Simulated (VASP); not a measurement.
Write the native input for VASP 6.6.1 that does the following.

```
Task                   : single point
Functional             : PBE
Potentials or basis    : VASP PAW PBE potentials, release 64 (Si, C)
Cutoff                 : 600 eV
k mesh                 : 6 × 6 × 2
Occupations            : gaussian, width 0.1 eV
Spin                   : collinear spin
Starting moments       : [0.0, 0.0, 0.0, 1.0] μB
Dipole correction      : no
Further INCAR settings : ALGO = Normal; EDIFF = 1e-06; NBANDS = 20
```

The structure of Si3C lies in POSCAR:

```
Si3C
1.0
    2.7479784200      0.0000000000      0.0000000000
   -1.3739892100      2.3798191300      0.0000000000
    0.0000000000      0.0000000000      8.9304231800
Si C
3 1
Direct
    0.3333333300      0.6666666700      0.0000000000
    0.6666666700      0.3333333300      0.2500000000
    0.6666666700      0.3333333300      0.7500000000
    0.3333333300      0.6666666700      0.5000000000
```

One way to write it, as run:

INCAR

```
PREC = Accurate
ENCUT = 600
EDIFF = 1E-6
ISMEAR = 0
SIGMA = 0.1
LREAL = F
LASPH = T
NELM = 200
ALGO = Normal
ISIF = 2
LWAVE = F
LCHARG = T
ISPIN = 2
MAGMOM = 0 0 0 1
LORBIT = 11
GGA = PE
LELF = T
LVHAR = T
NBANDS = 20
GGA_COMPAT = F
```

KPOINTS

```
Automatic mesh
0
Gamma
  6 6 2
```

Potentials or basis: VASP PAW PBE potentials, release 64 (Si, C).

Launch:

```console
$ cat potpaw_PBE.64/Si/POTCAR potpaw_PBE.64/C/POTCAR > POTCAR
$ mpirun -np 1 vasp_std > vasp.out
```

It gave:

```json
{"Pressure": "-12.2 GPa", "Largest force": "1.640 eV/Å", "Band gap on the k mesh": "zero (filled and empty bands overlap)", "Net moment": "0.00 μB per cell", "Valence electrons inside the program's atomic spheres": "Si 1.54, 1.49 (each value once); C 2.00"}
```

Caveat: the k points lie up to 0.44 Å⁻¹ apart, too coarse for converged energies and pressures of a metal; forces of over 1 eV/Å act on the atoms, so gaps and moduli don't describe the material at rest.

It took 32 s on 1 thread of Intel(R) Xeon(R) Platinum 8375C CPU @ 2.90GHz (Ice Lake), on a shared host, peak memory 0.22 GiB.
